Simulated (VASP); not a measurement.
# TaC (Fm-3m) in VASP: further runs

TaC is run at these levels: PBE; tasks: single point.

Program: VASP 6.6.1. These are calculated values, not measurements. Logs are shortened: lines on timing, memory, paths and dates and some standing lists are left out, and cuts for length are marked.

### Step 1. The cell of the first run

Symmetry: Fm-3m, No. 225, cubic system. Conventional cell: a = 4.293 Å, b = 4.293 Å, c = 4.293 Å, α = 90.00°, β = 90.00°, γ = 90.00°. Within 2.8 Å of Ta (site symmetry m-3m) lie 6 C at 2.15 Å. C (site symmetry m-3m) has 6 Ta at 2.15 Å within 2.8 Å.

### Step 2. Single point, PBE

File INCAR:

```
ALGO = Normal
EDIFF = 1E-6
ENCUT = 600
GGA = PE
GGA_COMPAT = F
ISIF = 2
ISMEAR = 1
LASPH = T
LCHARG = F
LREAL = F
LWAVE = F
NBANDS = 14
NELM = 120
PREC = Accurate
SIGMA = 0.1
```

File KPOINTS:

```
k-points
0
Gamma
  11 11 11
```

File POSCAR:

```
TaC
1.0
    0.0000000000      2.1462829020      2.1462829020
    2.1462829020      0.0000000000      2.1462829020
    2.1462829020      2.1462829020      0.0000000000
Ta C
1 1
Direct
    0.0000000000      0.0000000000      0.0000000000
    0.5000000000      0.5000000000      0.5000000000
```

Potentials or basis: VASP PAW PBE potentials, release 64 (Ta_pv, C).

Run with:

```bash
cat potpaw_PBE.64/Ta_pv/POTCAR potpaw_PBE.64/C/POTCAR > POTCAR
mpirun -np 1 vasp_std > vasp.out
```

OUTCAR:

```text
EDIFF = 1E-6
   ENCUT = 600
   GGA = PE
   ISIF = 2
   ISMEAR = 1
   LASPH = T
   LREAL = F
   NELM = 120
   PREC = Accurate

 ion  position               nearest neighbor table
   1  0.000  0.000  0.000-   2 2.15   2 2.15   2 2.15   2 2.15   2 2.15   2 2.15
   2  0.500  0.500  0.500-   1 2.15   1 2.15   1 2.15   1 2.15   1 2.15   1 2.15

  LATTYP: Found a face centered cubic cell.
 ALAT       =     4.2925658040

  Lattice vectors:

 A1 = (   0.0000000000,   2.1462829020,   2.1462829020)
 A2 = (   2.1462829020,   0.0000000000,   2.1462829020)
 A3 = (   2.1462829020,   2.1462829020,   0.0000000000)

Analysis of symmetry for initial positions (statically):
=====================================================================
 Subroutine PRICEL returns:
 Original cell was already a primitive cell.

 Routine SETGRP: Setting up the symmetry group for a
 face centered cubic supercell.

 Subroutine GETGRP returns: Found 48 space group operations
 (whereof 48 operations were pure point group operations)
 out of a pool of 48 trial point group operations.

The static configuration has the point symmetry O_h .

Analysis of symmetry for dynamics (positions and initial velocities):
=====================================================================
 Subroutine PRICEL returns:
 Original cell was already a primitive cell.

 Routine SETGRP: Setting up the symmetry group for a
 face centered cubic supercell.

 Subroutine GETGRP returns: Found 48 space group operations
 (whereof 48 operations were pure point group operations)
 out of a pool of 48 trial point group operations.

The dynamic configuration has the point symmetry O_h .

 Subroutine INISYM returns: Found 48 space group operations
 (whereof 48 operations are pure point group operations),
 and found     1 'primitive' translations

----------------------------------------------------------------------------------------

                                     Primitive cell

  volume of cell :      19.7738

  direct lattice vectors                    reciprocal lattice vectors
     0.000000000  2.146282902  2.146282902    -0.232960902  0.232960902  0.232960902
     2.146282902  0.000000000  2.146282902     0.232960902 -0.232960902  0.232960902
     2.146282902  2.146282902  0.000000000     0.232960902  0.232960902 -0.232960902

  length of vectors
     3.035302389  3.035302389  3.035302389     0.403500118  0.403500118  0.403500118

  position of ions in fractional coordinates (direct lattice)
     0.000000000  0.000000000  0.000000000
[... 83 lines left out ...]
   NFREE  =      0    steps in history (QN), initial steepest desc. (CG)
   ISIF   =      2    stress and relaxation
   ISYM   =      2    0-nonsym 1-usesym 2-fastsym
   POTIM  = 0.5000    time-step for ionic-motion
   TEBEG  =    0.0;   TEEND  =   0.0 temperature during run
   PSTRESS=    0.0 pullay stress
   NELECT =      15.0000    total number of electrons
   NUPDOWN=      -1.0000    fix difference up-down
   EMIN   =  10.00;   EMAX   =-10.00  energy-range for DOS
   EFERMI =   0.00;   METHOD = LEGACY
   ISMEAR =     1;   SIGMA  =   0.10  broadening in eV -4-tet -1-fermi 0-gaus
   EFERMI_NEDOS =   21; number of points for ismear=-14 and -15
   IALGO  =     38    algorithm
   IMIX   =      4    mixing-type and parameters
     AMIX     =   0.40;   BMIX     =  1.00
     AMIX_MAG =   1.60;   BMIX_MAG =  1.00
  volume/ion in A,a.u.               =       9.89        66.72
  Fermi-wavevector in a.u.,A,eV,Ry     =   1.493052  2.821459 30.330168  2.229204
  Thomas-Fermi vector in A             =   2.605502
   LORBIT       =      0    0 simple, 1 ext, 2 COOP (PROOUT), +10 PAW based schemes
   GGA     = PE    functional components
   LHFCALC =     F    Hartree Fock is set to
   AEXX    =    0.0000 exact exchange contribution
   IVDW    =     0    specifies the selected vdW correction
   LEPSILON=     F    determine dielectric tensor
   LRPA    =     F    only Hartree local field effects (RPA)
 non-spin polarized calculation
 Methfessel and Paxton  Order N= 1 SIGMA  =   0.10
  energy-cutoff  :      600.00
  volume of cell :       19.77
 maximum number of plane-waves:       673
   NGX = 13   NGY = 13   NGZ = 13

 number of electron      14.9999999 magnetization

 Free energy of the ion-electron system (eV)
  ---------------------------------------------------
  ext. energy  EPLUGINS =         0.00000000
  ---------------------------------------------------
  free energy    TOTEN  =       -21.79601650 eV

  energy without entropy =      -21.79577548  energy(sigma->0) =      -21.79593616

 E-fermi :   9.7190     XC(G=0): -13.8004

 val. band max:        9.6537443462   @ k =   0.0909   0.0000   0.0000
 cond. band min:       9.7321037400   @ k =  -0.0909   0.0909   0.0000
 fundamental gap:      0.0783593939
 Fermi energy:         9.7189693939

 k-point     1 :       0.0000    0.0000    0.0000
  band No.  band energies     occupation
      1     -25.1535      2.00000
      2     -25.1535      2.00000
      3     -25.1535      2.00000
      4      -6.0392      2.00000
      5       8.0101      2.00000
      6       8.0101      2.00000
      7       8.0101      2.00000
      8       9.0109      2.00000
      9       9.0109      2.00000
     10       9.0109      2.00000
     11      10.3531     -0.00000
     12      10.3531     -0.00000
     13      17.5211      0.00000
     14      19.7332      0.00000
[... 377 lines left out ...]
      1     -25.7585      2.00000
      2     -25.3940      2.00000
      3     -25.1981      2.00000
      4      -3.5810      2.00000
      5       3.1346      2.00000
      6       4.3939      2.00000
      7       4.8756      2.00000
      8       9.5710      2.05712
      9      11.8248      0.00000
     10      12.1599      0.00000
     11      14.0390      0.00000
     12      18.7806      0.00000
     13      19.6205      0.00000
     14      22.9605      0.00000

 [... further k-points ...]
[... 5 lines left out ...]
  --------------------------------------------------------------------------------------
  -------------------------------------------------------------------------------------
  Total        6.6448562      6.6448562      6.6448562      0.0000000      0.0000000     -0.0000000
  in kB      538.4002775    538.4002775    538.4002775      0.0000000      0.0000000     -0.0000000
  external PRESSURE =     538.4002775 kB  Pullay stress =       0.0000000 kB

 VOLUME and BASIS-vectors are now :
 -----------------------------------------------------------------------------
  energy-cutoff  :      600.00
  volume of cell :       19.77
      direct lattice vectors                 reciprocal lattice vectors
     0.000000000  2.146282902  2.146282902    -0.232960902  0.232960902  0.232960902
     2.146282902  0.000000000  2.146282902     0.232960902 -0.232960902  0.232960902
     2.146282902  2.146282902  0.000000000     0.232960902  0.232960902 -0.232960902

 POSITION                                       TOTAL-FORCE (eV/Angst)
 -----------------------------------------------------------------------------------
      0.00000      0.00000      0.00000         0.000000      0.000000      0.000000
      2.14628      2.14628      2.14628        -0.000000     -0.000000     -0.000000
 -----------------------------------------------------------------------------------
    total drift:                                0.000000     -0.000000     -0.000000

  FREE ENERGIE OF THE ION-ELECTRON SYSTEM (eV)
  ---------------------------------------------------
  free  energy   TOTEN  =       -21.7960164989 eV

  energy  without entropy=      -21.7957754757  energy(sigma->0) =      -21.79593616
```

stdout:

```text
POSCAR found type information on POSCAR TaC
 POSCAR found :  2 types and       2 ions
 scaLAPACK will be used
 LDA part: xc-table for (Slater+PW92), standard interpolation
 POSCAR, INCAR and KPOINTS ok, starting setup
 FFT: planning ... GRIDC
 FFT: planning ... GRID_SOFT
 FFT: planning ... GRID
 WAVECAR not read
 entering main loop
```

Run time: 20 s. Hardware: 1 thread of AMD EPYC 7R43 (Zen 3), shared host; peak memory 0.12 GiB.

Results:

* Free energy: -21.7960 eV
* Pressure: 53.8 GPa
* Band gap on the k mesh: zero (an odd number of electrons rules out a gap without spin polarisation)

Caveat: the cell stands under pressure; spin-orbit coupling is left out, which moves the levels of the heavy elements.

### Step 3. Single point, PBE

This run uses another cell than the first one, of 10.16 Å³/atom.

File INCAR:

```
SYSTEM = TaC
PREC     = Accurate       ! precision mode
ENCUT    = 600            ! plane-wave cutoff, eV
EDIFF    = 1E-6           ! SCF threshold, eV
ISMEAR   = 1              ! smearing method
SIGMA    = 0.1            ! smearing width, eV
LREAL    = .FALSE.        ! projectors in reciprocal space
LASPH    = .TRUE.         ! aspherical terms in the spheres
NELM     = 120            ! most SCF steps
ALGO     = Normal         ! electronic algorithm
ISIF     = 2              ! what is computed and relaxed
LWAVE    = .FALSE.        ! write WAVECAR
LCHARG   = .FALSE.        ! write CHGCAR
GGA      = PE             ! functional
NBANDS   = 14             ! bands
GGA_COMPAT= .FALSE.
```

File KPOINTS:

```
Automatic mesh
0
G
  11 11 11
  0 0 0
```

File POSCAR:

```
TaC
1.0
    0.0000000000      2.1659746708      2.1659746708
    2.1659746708      0.0000000000      2.1659746708
    2.1659746708      2.1659746708      0.0000000000
Ta C
1 1
Direct
    0.0000000000      0.0000000000      0.0000000000
    0.5000000000      0.5000000000      0.5000000000
```

Potentials or basis: VASP PAW PBE potentials, release 64 (Ta_pv, C).

Run with:

```bash
cat potpaw_PBE.64/Ta_pv/POTCAR potpaw_PBE.64/C/POTCAR > POTCAR
mpirun -np 1 vasp_std > vasp.out
```

It took 21 s on 1 thread of AMD EPYC 7R43 (Zen 3), shared host; peak memory 0.12 GiB.

It converged, with:

```
Free energy            : -21.9567 eV
Pressure               : 39.9 GPa
Band gap on the k mesh : zero (an odd number of electrons rules out a gap without spin polarisation)
```

Levels at points of the mesh, in eV from the Fermi level:
| k point | band 5 | band 6 | band 7 | band 8 | band 9 | band 10 | band 11 | band 12 |
| --- | --- | --- | --- | --- | --- | --- | --- | --- |
| (0.00, 0.00, 0.00) | -1.64 | -1.64 | -1.64 | -0.69 | -0.69 | -0.69 | 0.61 | 0.61 |

Caveat: the cell stands under pressure; spin-orbit coupling is left out, which moves the levels of the heavy elements.

### Step 4. Single point, PBE

This run uses another cell than the first one, of 10.44 Å³/atom.

File INCAR:

```
  ALGO = Normal
  EDIFF = 1E-6
  ENCUT = 600
  GGA = PE
  GGA_COMPAT = False
  ISIF = 2
  ISMEAR = 1
  LASPH = True
  LCHARG = False
  LREAL = False
  LWAVE = False
  NBANDS = 14
  NELM = 120
  PREC = Accurate
  SIGMA = 0.1
```

File KPOINTS:

```
k-points
0
Gamma
  11 11 11
```

File POSCAR:

```
TaC
1.0
    0.0000000000      2.1853147536      2.1853147536
    2.1853147536      0.0000000000      2.1853147536
    2.1853147536      2.1853147536      0.0000000000
Ta C
1 1
Direct
    0.0000000000      0.0000000000      0.0000000000
    0.5000000000      0.5000000000      0.5000000000
```

Run with:

```bash
cat potpaw_PBE.64/Ta_pv/POTCAR potpaw_PBE.64/C/POTCAR > POTCAR
mpirun -np 1 vasp_std > vasp.out
```

It took 34 s on 1 thread of AMD EPYC 7R43 (Zen 3), shared host; peak memory 0.13 GiB.

The run converged. Its results:

- Free energy: -22.0726 eV
- Pressure: 27.6 GPa
- Band gap on the k mesh: zero (an odd number of electrons rules out a gap without spin polarisation)

Levels at points of the mesh, in eV from the Fermi level:
```
           k point  band 4  band 5  band 6  band 7  band 8  band 9  band 10  band 11  band 12  band 13
(0.00, 0.00, 0.00)  -15.37   -1.58   -1.58   -1.58   -0.66   -0.66    -0.66     0.58     0.58     7.13
```

Caveat: the cell stands under pressure; spin-orbit coupling is left out, which moves the levels of the heavy elements.

### Step 5. Single point, PBE

This run uses another cell than the first one, of 10.71 Å³/atom.

File INCAR:

```
PREC = Accurate ; ENCUT = 600
EDIFF = 1E-6 ; ISMEAR = 1
SIGMA = 0.1 ; LREAL = F
LASPH = T ; NELM = 120
ALGO = Normal ; ISIF = 2
LWAVE = F ; LCHARG = T
GGA = PE ; LELF = T
LVHAR = T ; NBANDS = 14
GGA_COMPAT = F
```

File KPOINTS:

```
Automatic mesh
0
Gamma
  11 11 11
```

File POSCAR:

```
TaC
1.0
    0.0000000000      2.2043184445      2.2043184445
    2.2043184445      0.0000000000      2.2043184445
    2.2043184445      2.2043184445      0.0000000000
Ta C
1 1
Direct
    0.0000000000      0.0000000000      0.0000000000
    0.5000000000      0.5000000000      0.5000000000
```

Run with:

```bash
cat potpaw_PBE.64/Ta_pv/POTCAR potpaw_PBE.64/C/POTCAR > POTCAR
mpirun -np 1 vasp_std > vasp.out
```

Wall time 32 s (1 thread of AMD EPYC 7R43 (Zen 3), shared host); peak memory 0.14 GiB.

The run converged. Its results:

```
Free energy            : -22.1490 eV
Pressure               : 16.8 GPa
Band gap on the k mesh : zero (an odd number of electrons rules out a gap without spin polarisation)
```

Levels at points of the mesh, in eV from the Fermi level:
| k point | band 6 | band 7 | band 8 | band 9 | band 10 | band 11 |
| --- | --- | --- | --- | --- | --- | --- |
| (0.00, 0.00, 0.00) | -1.53 | -1.53 | -0.64 | -0.64 | -0.64 | 0.56 |

Caveat: the cell stands under pressure; spin-orbit coupling is left out, which moves the levels of the heavy elements.

### Step 6. Summary

| cell | gap on the mesh (eV) | pressure (GPa) |
| --- | --- | --- |
| a = 3.035 Å, angles 60.0°, 2 atoms | none | 53.8 |
| a = 3.063 Å, angles 60.0°, 2 atoms | none | 39.9 |
| a = 3.091 Å, angles 60.0°, 2 atoms | none | 27.6 |
| a = 3.117 Å, angles 60.0°, 2 atoms | none | 16.8 |

Alike in all rows: task single point; level PBE; potentials or basis VASP PAW PBE potentials, release 64 (Ta_pv, C); no spin polarisation; k mesh 11 × 11 × 11; cutoff (eV) 600; smearing methfessel-paxton 0.1 eV.

Caveats: the cell stands under pressure; spin-orbit coupling is left out, which moves the levels of the heavy elements.

Absolute energies hang on the potentials; compare differences alone.
